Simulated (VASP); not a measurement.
## GeSb2Te4: single point with PBE

GeSb2Te4:

```xyz
56
Lattice="8.6189 0.0000 0.0000 -2.1547 -1.2440 -13.8971 0.0000 14.9284 0.0000" Properties=species:S:1:pos:R:3 pbc="T T T"
Ge    4.3095   12.4403   -4.0111
Ge    2.1547    8.7082   -4.0111
Ge    0.0000    4.9761   -4.0111
Ge    6.4642    1.2440   -4.0111
Ge    0.0000   12.4403   -4.0111
Ge    6.4642    8.7082   -4.0111
Ge    4.3095    4.9761   -4.0111
Ge    2.1547    1.2440   -4.0111
Sb    4.3095   12.4403  -10.0117
Sb    2.1547    8.7082  -10.0117
Sb    0.0000    4.9761  -10.0117
Sb    6.4642    1.2440  -10.0117
Sb    0.0000   12.4403  -10.0117
Sb    6.4642    8.7082  -10.0117
Sb    4.3095    4.9761  -10.0117
Sb    2.1547    1.2440  -10.0117
Sb    2.1547   11.1963   -0.0839
Sb    0.0000    7.4642   -0.0839
Sb    6.4642    3.7321   -0.0839
Sb    4.3095    0.0000   -0.0839
Sb    6.4642   11.1963   -0.0839
Sb    4.3095    7.4642   -0.0839
Sb    2.1547    3.7321   -0.0839
Sb    0.0000    0.0000   -0.0839
Te    2.1547   11.1963   -5.4295
Te    0.0000    7.4642   -5.4295
Te    6.4642    3.7321   -5.4295
Te    4.3095    0.0000   -5.4295
Te    6.4642   11.1963   -5.4295
Te    4.3095    7.4642   -5.4295
Te    2.1547    3.7321   -5.4295
Te    0.0000    0.0000   -5.4295
Te    6.4642   13.6844   -8.3036
Te    4.3095    9.9523   -8.3036
Te    2.1547    6.2202   -8.3036
Te    0.0000    2.4881   -8.3036
Te    2.1547   13.6844   -8.3036
Te    0.0000    9.9523   -8.3036
Te    6.4642    6.2202   -8.3036
Te    4.3095    2.4881   -8.3036
Te    2.1547   11.1963  -12.0334
Te    0.0000    7.4642  -12.0334
Te    6.4642    3.7321  -12.0334
Te    4.3095    0.0000  -12.0334
Te    6.4642   11.1963  -12.0334
Te    4.3095    7.4642  -12.0334
Te    2.1547    3.7321  -12.0334
Te    0.0000    0.0000  -12.0334
Te    6.4642   13.6844   -1.8183
Te    4.3095    9.9523   -1.8183
Te    2.1547    6.2202   -1.8183
Te    0.0000    2.4881   -1.8183
Te    2.1547   13.6844   -1.8183
Te    0.0000    9.9523   -1.8183
Te    6.4642    6.2202   -1.8183
Te    4.3095    2.4881   -1.8183
```

```
Program                : VASP 6.6.1
Task                   : single point
Functional             : PBE
Potentials or basis    : VASP PAW PBE potentials, release 64 (Ge_d, Sb, Te)
Cutoff                 : 520 eV
k mesh                 : 2 × 1 × 1
Occupations            : gaussian, width 0.05 eV
Spin                   : no spin polarisation
Dipole correction      : no
Further INCAR settings : LREAL = Auto; ALGO = Normal; EDIFF = 1e-06; NBANDS = 226
```

```json
{
  "Pressure": "0.1 GPa",
  "Largest force": "0.091 eV/Å",
  "Band gap on the k mesh": "0.45 eV"
}
```

Forces on the atoms (eV/Å):
```
Ge   0.018 -0.034 -0.047
Ge   0.018 -0.034 -0.047
Ge   0.018 -0.034 -0.047
Ge   0.018 -0.034 -0.047
Ge   0.018 -0.034 -0.047
Ge   0.018 -0.034 -0.047
Ge   0.018 -0.034 -0.047
Ge   0.018 -0.034 -0.047
Sb  -0.012  0.017  0.060
Sb  -0.012  0.017  0.060
Sb  -0.012  0.017  0.060
Sb  -0.012  0.017  0.060
Sb  -0.012  0.017  0.060
Sb  -0.012  0.017  0.060
Sb  -0.012  0.017  0.060
Sb  -0.012  0.017  0.060
Sb   0.009 -0.014 -0.089
Sb   0.009 -0.014 -0.089
Sb   0.009 -0.014 -0.089
Sb   0.009 -0.014 -0.089
Sb   0.009 -0.014 -0.089
Sb   0.009 -0.014 -0.089
Sb   0.009 -0.014 -0.089
Sb   0.009 -0.014 -0.089
Te  -0.035  0.014  0.072
Te  -0.035  0.014  0.072
Te  -0.035  0.014  0.072
Te  -0.035  0.014  0.072
Te  -0.035  0.014  0.072
Te  -0.035  0.014  0.072
Te  -0.035  0.014  0.072
Te  -0.035  0.014  0.072
Te   0.026  0.010 -0.043
Te   0.026  0.010 -0.043
Te   0.026  0.010 -0.043
Te   0.026  0.010 -0.043
Te   0.026  0.010 -0.043
Te   0.026  0.010 -0.043
Te   0.026  0.010 -0.043
Te   0.026  0.010 -0.043
Te  -0.008 -0.007  0.016
Te  -0.008 -0.007  0.016
Te  -0.008 -0.007  0.016
Te  -0.008 -0.007  0.016
Te  -0.008 -0.007  0.016
Te  -0.008 -0.007  0.016
Te  -0.008 -0.007  0.016
Te  -0.008 -0.007  0.016
Te   0.001  0.014  0.031
Te   0.001  0.014  0.031
Te   0.001  0.014  0.031
Te   0.001  0.014  0.031
Te   0.001  0.014  0.031
Te   0.001  0.014  0.031
Te   0.001  0.014  0.031
Te   0.001  0.014  0.031
```

Stress tensor (GPa, compression positive):
```
 0.06  0.07  0.24
 0.07  0.15 -0.21
 0.24 -0.21  0.12
```

Levels at points of the mesh, in eV from the valence-band top:
```csv
k point,band 190,band 191,band 192,band 193,band 194,band 195
"(0.00, 0.00, 0.00)",-0.48,-0.36,0.00,0.45,0.59,0.59
"(0.50, 0.00, 0.00)",-0.41,-0.25,-0.25,0.79,0.79,0.81
```

Run time: 2.1 min on 1 × NVIDIA H100 80GB with 1 thread of Intel(R) Xeon(R) Platinum 8481C CPU @ 2.70GHz (Sapphire Rapids), with other jobs on the host, peak memory 2.2 GiB.

Caveat: the k points lie up to 0.45 Å⁻¹ apart; spin-orbit coupling is left out, which moves the levels of the heavy elements; this functional lacks dispersion, which binds layers or chains, so the pressure and a relaxed spacing across them are unreliable. A k mesh can miss the band edges.
